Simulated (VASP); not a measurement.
# TiN (Fm-3m) in VASP: band structure with HF

Aim: the band structure of TiN with HF.

Program: VASP 6.6.1. These are calculated values, not measurements. Logs are shortened: lines on timing, memory, paths and dates and some standing lists are left out, and cuts for length are marked.

## 1. The cell of the first run

It takes space group Fm-3m (No. 225, cubic). Conventional cell: a = 4.206 Å, b = 4.206 Å, c = 4.206 Å, α = 90.00°, β = 90.00°, γ = 90.00°. Ti (site symmetry m-3m) has 6 N at 2.10 Å within 2.8 Å. Within 2.8 Å of N (site symmetry m-3m) lie 6 Ti at 2.10 Å.

## 2. Band structure, HF

POSCAR

```
TiN                                     
1.0
    0.0000000000      2.1031001969      2.1031001969
    2.1031001969      0.0000000000      2.1031001969
    2.1031001969      2.1031001969      0.0000000000
  Ti              N             
     1     1
Direct
     0.0000000000000000    0.0000000000000000    0.0000000000000000
     0.5000000000000000    0.5000000000000000    0.5000000000000000
```

INCAR.step1

```
  ALGO = Normal
  EDIFF = 1E-5
  ENCUT = 520
  GGA = PE
  ISIF = 2
  ISMEAR = 0
  KPAR = 4
  LASPH = T
  LCHARG = F
  LMAXMIX = 4
  LREAL = F
  LWAVE = T
  NELM = 80
  PREC = Accurate
  SIGMA = 0.02
```

INCAR.step2

```
  AEXX = 1.0
  AGGAC = 0.0
  ALDAC = 0.0
  ALGO = Normal
  EDIFF = 1E-7
  ENCUT = 520
  GGA = PE
  HFRCUT = -1
  ISIF = 2
  ISMEAR = 0
  ISTART = 1
  KPAR = 4
  LASPH = T
  LCHARG = F
  LHFCALC = T
  LMAXMIX = 4
  LREAL = F
  LWAVE = F
  NELM = 80
  PREC = Accurate
  PRECFOCK = Fast
  SIGMA = 0.02
```

KPOINTS

```
k-points
0
Gamma
  8 8 8
```

KPOINTS_OPT

```
path GXWKGLUWLK,UX
12
line-mode
reciprocal
 0.0000000000  0.0000000000  0.0000000000  G
 0.5000000000  0.0000000000  0.5000000000  X

 0.5000000000  0.0000000000  0.5000000000  X
 0.5000000000  0.2500000000  0.7500000000  W

 0.5000000000  0.2500000000  0.7500000000  W
 0.3750000000  0.3750000000  0.7500000000  K

 0.3750000000  0.3750000000  0.7500000000  K
 0.0000000000  0.0000000000  0.0000000000  G

 0.0000000000  0.0000000000  0.0000000000  G
 0.5000000000  0.5000000000  0.5000000000  L

 0.5000000000  0.5000000000  0.5000000000  L
 0.6250000000  0.2500000000  0.6250000000  U

 0.6250000000  0.2500000000  0.6250000000  U
 0.5000000000  0.2500000000  0.7500000000  W

 0.5000000000  0.2500000000  0.7500000000  W
 0.5000000000  0.5000000000  0.5000000000  L

 0.5000000000  0.5000000000  0.5000000000  L
 0.3750000000  0.3750000000  0.7500000000  K

 0.6250000000  0.2500000000  0.6250000000  U
 0.5000000000  0.0000000000  0.5000000000  X
```

Potentials or basis: VASP PAW PBE potentials, release 64 (Ti_sv, N).

On the command line:

```sh
$ cat potpaw_PBE.64/Ti_sv/POTCAR potpaw_PBE.64/N/POTCAR > POTCAR
$ cp INCAR.step1 INCAR
$ mpirun -np 4 vasp_std > vasp.out
$ cp INCAR.step2 INCAR
$ mpirun -np 4 vasp_std > vasp.out
```

OUTCAR:

```text
AEXX = 1.0
   EDIFF = 1E-7
   ENCUT = 520
   GGA = PE
   ISIF = 2
   ISMEAR = 0
   ISTART = 1
   LASPH = T
   LHFCALC = T
   LREAL = F
   NELM = 80
   PREC = Accurate
   PRECFOCK = Fast

 ion  position               nearest neighbor table
   1  0.000  0.000  0.000-   2 2.10   2 2.10   2 2.10   2 2.10   2 2.10   2 2.10
   2  0.500  0.500  0.500-   1 2.10   1 2.10   1 2.10   1 2.10   1 2.10   1 2.10

  LATTYP: Found a face centered cubic cell.
 ALAT       =     4.2062003938

  Lattice vectors:

 A1 = (   0.0000000000,   2.1031001969,   2.1031001969)
 A2 = (   2.1031001969,   0.0000000000,   2.1031001969)
 A3 = (   2.1031001969,   2.1031001969,   0.0000000000)

Analysis of symmetry for initial positions (statically):
=====================================================================
 Subroutine PRICEL returns:
 Original cell was already a primitive cell.

 Routine SETGRP: Setting up the symmetry group for a
 face centered cubic supercell.

 Subroutine GETGRP returns: Found 48 space group operations
 (whereof 48 operations were pure point group operations)
 out of a pool of 48 trial point group operations.

The static configuration has the point symmetry O_h .

Analysis of symmetry for dynamics (positions and initial velocities):
=====================================================================
 Subroutine PRICEL returns:
 Original cell was already a primitive cell.

 Routine SETGRP: Setting up the symmetry group for a
 face centered cubic supercell.

 Subroutine GETGRP returns: Found 48 space group operations
 (whereof 48 operations were pure point group operations)
 out of a pool of 48 trial point group operations.

The dynamic configuration has the point symmetry O_h .

 Subroutine INISYM returns: Found 48 space group operations
 (whereof 48 operations are pure point group operations),
 and found     1 'primitive' translations

----------------------------------------------------------------------------------------

                                     Primitive cell

  volume of cell :      18.6042

  direct lattice vectors                    reciprocal lattice vectors
     0.000000000  2.103100197  2.103100197    -0.237744260  0.237744260  0.237744260
     2.103100197  0.000000000  2.103100197     0.237744260 -0.237744260  0.237744260
     2.103100197  2.103100197  0.000000000     0.237744260  0.237744260 -0.237744260

  length of vectors
     2.974232821  2.974232821  2.974232821     0.411785138  0.411785138  0.411785138

  position of ions in fractional coordinates (direct lattice)
     0.000000000  0.000000000  0.000000000
     0.500000000  0.500000000  0.500000000

  ion indices of the primitive-cell ions
   primitive index   ion index
                 1           1
                 2           2

----------------------------------------------------------------------------------------

 KPOINTS: k-points

Automatic generation of k-mesh.
 Grid dimensions read from file:
 generate k-points for:    8    8    8

 Generating k-lattice:

  Cartesian coordinates                     Fractional coordinates (reciprocal lattice)
    -0.029718032  0.029718032  0.029718032     0.125000000  0.000000000  0.000000000
     0.029718032 -0.029718032  0.029718032     0.000000000  0.125000000  0.000000000
     0.029718032  0.029718032 -0.029718032     0.000000000  0.000000000  0.125000000

  Length of vectors
     0.051473142  0.051473142  0.051473142

  Shift w.r.t. Gamma in fractional coordinates (k-lattice)
     0.000000000  0.000000000  0.000000000

 Subroutine IBZKPT returns following result:
 ===========================================

 Found     29 irreducible k-points:

 Following reciprocal coordinates:
            Coordinates               Weight
  0.000000  0.000000  0.000000      1.000000
  0.125000  0.000000  0.000000      8.000000
  0.250000  0.000000  0.000000      8.000000
  0.375000  0.000000  0.000000      8.000000
  0.500000  0.000000  0.000000      4.000000
  0.125000  0.125000  0.000000      6.000000
[... 16 lines left out ...]
  0.500000  0.250000  0.125000     48.000000
 -0.375000  0.250000  0.125000     24.000000
 [... further k-points ...]
   k-points           NKPTS =     29   k-points in BZ     NKDIM =    512   number of bands    NBANDS=     12
   number of dos      NEDOS =    301   number of ions     NIONS =      2
   total plane-waves  NPLWV =  13824
   dimension x,y,z NGX =    24 NGY =   24 NGZ =   24
   dimension x,y,z NGXF=    48 NGYF=   48 NGZF=   48
   ions per type =               1   1
   NGX,Y,Z   is equivalent  to a cutoff of  13.41, 13.41, 13.41 a.u.
   NGXF,Y,Z  is equivalent  to a cutoff of  26.83, 26.83, 26.83 a.u.
 SYSTEM =  unknown system
   PREC   = accura    normal or accurate (medium, high low for compatibility)
   ISTART =      1    job   : 0-new  1-cont  2-samecut
   ICHARG =      0    charge: 1-file 2-atom 10-const
   ISPIN  =      1    spin polarized calculation?
   LNONCOLLINEAR =      F non collinear calculations
   LSORBIT =      F    spin-orbit coupling
   LASPH  =      T    aspherical Exc in radial PAW
   ENCUT  =  520.0 eV  38.22 Ry    6.18 a.u.   5.53  5.53  5.53*2*pi/ulx,y,z
   NELM   =     80;   NELMIN=  2; NELMDL=  0     # of ELM steps
   EDIFF  = 0.1E-06   stopping-criterion for ELM
   LREAL  =      F    real-space projection
   EDIFFG = 0.1E-05   stopping-criterion for IOM
   NSW    =      0    number of steps for IOM
   IBRION =     -1    ionic relax: 0-MD 1-quasi-New 2-CG
   NFREE  =      0    steps in history (QN), initial steepest desc. (CG)
   ISIF   =      2    stress and relaxation
   ISYM   =      3    0-nonsym 1-usesym 2-fastsym
   POTIM  = 0.5000    time-step for ionic-motion
   TEBEG  =    0.0;   TEEND  =   0.0 temperature during run
   PSTRESS=    0.0 pullay stress
   NELECT =      17.0000    total number of electrons
   NUPDOWN=      -1.0000    fix difference up-down
   EMIN   =  10.00;   EMAX   =-10.00  energy-range for DOS
   EFERMI =   0.00;   METHOD = LEGACY
   ISMEAR =     0;   SIGMA  =   0.02  broadening in eV -4-tet -1-fermi 0-gaus
   EFERMI_NEDOS =   21; number of points for ismear=-14 and -15
   IALGO  =     38    algorithm
   IMIX   =      1    mixing-type and parameters
     AMIX     =   0.40;   BMIX     =  1.00
     AMIX_MAG =   1.60;   BMIX_MAG =  1.00
  volume/ion in A,a.u.               =       9.30        62.77
  Fermi-wavevector in a.u.,A,eV,Ry     =   1.588624  3.002064 34.337389  2.523727
  Thomas-Fermi vector in A             =   2.687599
   LORBIT       =      0    0 simple, 1 ext, 2 COOP (PROOUT), +10 PAW based schemes
   GGA     = PE    functional components
   LHFCALC =     T    Hartree Fock is set to
   PRECFOCK=fast      Normal, Fast or Accurate (Low or Medium for compatibility)
   ENCUT4O =  -1.0   cutoff for four orbital integrals eV
   NKREDX  =     1    reduce k-point grid by
   NKREDY  =     1    reduce k-point grid by
   NKREDZ  =     1    reduce k-point grid by
   AEXX    =    1.0000 exact exchange contribution
   HFSCREEN=    0.0000 screening length (either q_TF or 0.3 A-1)
   HFSCREENC=   0.0000 screening length for correlation (either q_TF or 0.3 A-1)
   ENCUTFOCK=  -1.0 apply spherical cutoff to Coloumb kernel
   IVDW    =     0    specifies the selected vdW correction
   LEPSILON=     F    determine dielectric tensor
   LRPA    =     F    only Hartree local field effects (RPA)
 non-spin polarized calculation
 Gauss-broadening in eV      SIGMA  =   0.02
  energy-cutoff  :      520.00
  volume of cell :       18.60
 maximum number of plane-waves:       531
 NGX is ok and might be reduce to    24
  NGX = 14; NGY = 14; NGZ = 14

 number of electron      16.9999999 magnetization

 Free energy of the ion-electron system (eV)
  ---------------------------------------------------
  ext. energy  EPLUGINS =         0.00000000
  ---------------------------------------------------
  free energy    TOTEN  =       -38.67580623 eV

  energy without entropy =      -38.67539970  energy(sigma->0) =      -38.67560297

 E-fermi :  15.5172     XC(G=0):   0.0000

 val. band max:       14.5830041940   @ k =   0.3750   0.1250   0.0000
 cond. band min:      15.5367246701   @ k =  -0.3750   0.3750   0.1250
 fundamental gap:      0.9537204761
 Fermi energy:        15.5171661796

 k-point     1 :       0.0000    0.0000    0.0000
  band No.  band energies     occupation
      1     -65.4465      2.00000
      2     -34.7087      2.00000
      3     -34.7087      2.00000
      4     -34.7087      2.00000
      5     -14.8017      2.00000
      6       7.1474      2.00000
      7       7.1474      2.00000
      8       7.1474      2.00000
      9      12.5682      2.00000
     10      12.5683      2.00000
     11      12.5684      2.00000
     12      18.6665      0.00000

 k-point     2 :       0.1250    0.0000    0.0000
  band No.  band energies     occupation
      1     -65.4254      2.00000
      2     -34.8574      2.00000
      3     -34.7129      2.00000
      4     -34.7129      2.00000
      5     -14.3828      2.00000
      6       5.2634      2.00000
      7       6.0846      2.00000
      8       6.0846      2.00000
      9      13.8872      2.00000
     10      13.8875      2.00000
     11      14.2670      2.00000
     12      20.0218      0.00000

 k-point     3 :       0.2500    0.0000    0.0000
  band No.  band energies     occupation
      1     -65.3797      2.00000
      2     -35.2172      2.00000
      3     -34.7380      2.00000
      4     -34.7380      2.00000
      5     -13.2666      2.00000
      6       2.0058      2.00000
      7       4.2081      2.00000
      8       4.2081      2.00000
      9      17.2730      0.00000
     10      17.2857      0.00000
     11      17.2859      0.00000
     12      22.7449      0.00000
[... 286 lines left out ...]
 k-point    23 :       0.5000    0.2500    0.1250
  band No.  band energies     occupation
      1     -65.3032      2.00000
      2     -35.4465      2.00000
      3     -35.0079      2.00000
      4     -34.8233      2.00000
      5     -12.0063      2.00000
      6      -0.0777      2.00000
      7       2.6206      2.00000
      8       3.1531      2.00000
      9      16.2147      0.00000
     10      20.5233      0.00000
     11      20.8802      0.00000
     12      22.6434      0.00000

 k-point    24 :      -0.3750    0.2500    0.1250
  band No.  band energies     occupation
      1     -65.2882      2.00000
      2     -35.5301      2.00000
      3     -35.0262      2.00000
      4     -34.8527      2.00000
      5     -11.6703      2.00000
      6      -0.4756      2.00000
      7       2.1400      2.00000
      8       2.8255      2.00000
      9      18.8427      0.00000
     10      19.3575      0.00000
     11      21.1617      0.00000
     12      24.0396      0.00000

 [... further k-points ...]
[... 5 lines left out ...]
  --------------------------------------------------------------------------------------
  -------------------------------------------------------------------------------------
  Total        0.7836311      0.7836311      0.7836311      0.0000000      0.0000000     -0.0000000
  in kB       67.4857911     67.4857911     67.4857911      0.0000000      0.0000000     -0.0000000
  external PRESSURE =      67.4857911 kB  Pullay stress =       0.0000000 kB

 VOLUME and BASIS-vectors are now :
 -----------------------------------------------------------------------------
  energy-cutoff  :      520.00
  volume of cell :       18.60
      direct lattice vectors                 reciprocal lattice vectors
     0.000000000  2.103100197  2.103100197    -0.237744260  0.237744260  0.237744260
     2.103100197  0.000000000  2.103100197     0.237744260 -0.237744260  0.237744260
     2.103100197  2.103100197  0.000000000     0.237744260  0.237744260 -0.237744260

 POSITION                                       TOTAL-FORCE (eV/Angst)
 -----------------------------------------------------------------------------------
      0.00000      0.00000      0.00000         0.000000     -0.000000      0.000000
      2.10310      2.10310      2.10310        -0.000000      0.000000     -0.000000
 -----------------------------------------------------------------------------------
    total drift:                                0.000000      0.000000      0.000000

  FREE ENERGIE OF THE ION-ELECTRON SYSTEM (eV)
  ---------------------------------------------------
  free  energy   TOTEN  =       -38.6758062350 eV

  energy  without entropy=      -38.6753997030  energy(sigma->0) =      -38.67560297
```

It took 85 min on 4 MPI ranks of Intel Xeon Platinum 8488C (Sapphire Rapids), shared host; peak memory 0.21 GiB.

Results:

| Quantity | Value |
| --- | --- |
| Free energy | -38.6758 eV |
| Pressure | 6.7 GPa |
| Band gap along the path | zero within the smearing |

Levels at the corners of the path, in eV from the Fermi level:
| point | band 5 | band 6 | band 7 | band 8 | band 9 | band 10 | band 11 | band 12 |
| --- | --- | --- | --- | --- | --- | --- | --- | --- |
| Γ | -30.32 | -8.37 | -8.37 | -8.37 | -2.95 | -2.95 | -2.95 | 3.15 |
| X | -28.23 | -14.37 | -10.44 | -10.44 | -7.47 | 4.97 | 6.14 | 6.14 |
| X | -28.23 | -14.37 | -10.44 | -10.44 | -7.47 | 4.97 | 6.14 | 6.14 |
| W | -27.58 | -13.61 | -13.61 | -13.18 | 2.69 | 2.69 | 6.11 | 7.38 |
| W | -27.58 | -13.61 | -13.61 | -13.18 | 2.69 | 2.69 | 6.11 | 7.35 |
| K | -27.64 | -14.08 | -13.98 | -11.80 | -2.10 | 5.43 | 5.77 | 7.88 |
| K | -27.64 | -14.08 | -13.98 | -11.80 | -2.10 | 5.43 | 5.77 | 7.80 |
| Γ | -30.32 | -8.37 | -8.37 | -8.37 | -2.95 | -2.95 | -2.95 | 3.15 |
| Γ | -30.32 | -8.37 | -8.37 | -8.37 | -2.95 | -2.95 | -2.95 | 3.15 |
| L | -26.79 | -17.39 | -13.12 | -13.12 | 4.91 | 4.91 | 5.62 | 8.02 |
| L | -26.79 | -17.39 | -13.12 | -13.12 | 4.91 | 4.91 | 5.62 | 8.02 |
| U | -27.64 | -14.08 | -13.98 | -11.80 | -2.10 | 5.43 | 5.77 | 7.89 |
| U | -27.64 | -14.08 | -13.98 | -11.80 | -2.10 | 5.43 | 5.77 | 7.78 |
| W | -27.58 | -13.61 | -13.61 | -13.18 | 2.69 | 2.69 | 6.11 | 7.43 |
| W | -27.58 | -13.61 | -13.61 | -13.18 | 2.69 | 2.69 | 6.11 | 7.36 |
| L | -26.79 | -17.39 | -13.12 | -13.12 | 4.91 | 4.91 | 5.62 | 8.02 |
| L | -26.79 | -17.39 | -13.12 | -13.12 | 4.91 | 4.91 | 5.62 | 8.02 |
| K | -27.64 | -14.08 | -13.98 | -11.80 | -2.10 | 5.43 | 5.77 | 7.87 |
| U | -27.64 | -14.08 | -13.98 | -11.80 | -2.10 | 5.43 | 5.77 | 7.83 |
| X | -28.23 | -14.37 | -10.44 | -10.44 | -7.47 | 4.98 | 6.14 | 6.16 |

Caveat: the cell stands under pressure; the PAW data sets were made with another functional, which shifts forces and pressure a little.
